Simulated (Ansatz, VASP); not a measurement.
**One calculation of CuI, two programs**

```
Cu I
1.0
     0.00000    3.03945    3.03945
     3.03945    0.00000    3.03945
     3.03945    3.03945    0.00000
Cu I
1 1
Direct
  0.25000 0.25000 0.25000
  0.00000 0.00000 0.00000
```

Alike in both runs: task single point; functional PBE; k mesh 6 × 6 × 6; no spin polarisation.

|  | VASP | Ansatz |
| --- | --- | --- |
| version | VASP 6.6.1 | Ansatz 0.2.0 |
| potentials or method | VASP PAW PBE potentials, release 64 (Cu, I) | plane waves, PAW |
| plane-wave cutoff (eV) | 520 | 420 |
| occupations | gaussian, width 0.01 eV | fixed |
| valence electrons in the cell | 18 | 36 |

Ansatz gave:

- gap on the k mesh at the Fermi level (eV): 1.10
- pressure (GPa): 0.0

Which values does VASP return?

gap on the k mesh at the Fermi level (eV): 1.12; pressure (GPa): 0.0.

VASP's potentials hold 18 valence electrons a cell and Ansatz's 36, so a difference there can come from the potentials and not from the codes.

Neither program's run includes spin-orbit coupling.
